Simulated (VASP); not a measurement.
Runs of VASP 6.6.1 on Sn. The structure is that of space group I4_1/amd (No. 141), or close to it. The cells are those of the table. 

| task | cell | cutoff (eV) | gap on the mesh (eV) | pressure (GPa) |
| --- | --- | --- | --- | --- |
| single point | a = 4.449 Å, angles 97.4, 97.4, 137.8°, 2 atoms | 520 | none | -2.8 |
| electric field gradients | a = 4.449 Å, angles 97.4, 97.4, 137.8°, 2 atoms | 520 | none | -2.8 |
| electric field gradients | a = 4.535 Å, angles 97.1, 97.1, 138.9°, 2 atoms | 400 | none | -4.5 |
| single point | a = 4.405 Å, angles 97.4, 97.4, 137.8°, 2 atoms | 520 | none | -1.3 |
| single point | a = 4.434 Å, angles 97.4, 97.4, 137.8°, 2 atoms | 520 | none | (a) |

Alike in all rows: level LDA; potentials or basis VASP PAW LDA potentials, release 64 (Sn_d); no spin polarisation; k mesh 15 × 15 × 15; smearing fermi-dirac 0.05 eV.

Task: Fill in the values left out.

Result: (a) -2.3.

Caveats: spin-orbit coupling is left out, which moves the levels of the heavy elements; the cell stands under tension (at least some runs).

A k mesh can miss the band edges, and the runs leave out spin-orbit coupling on Sn.

A gap of «none» marks levels without a gap at the run's occupations.
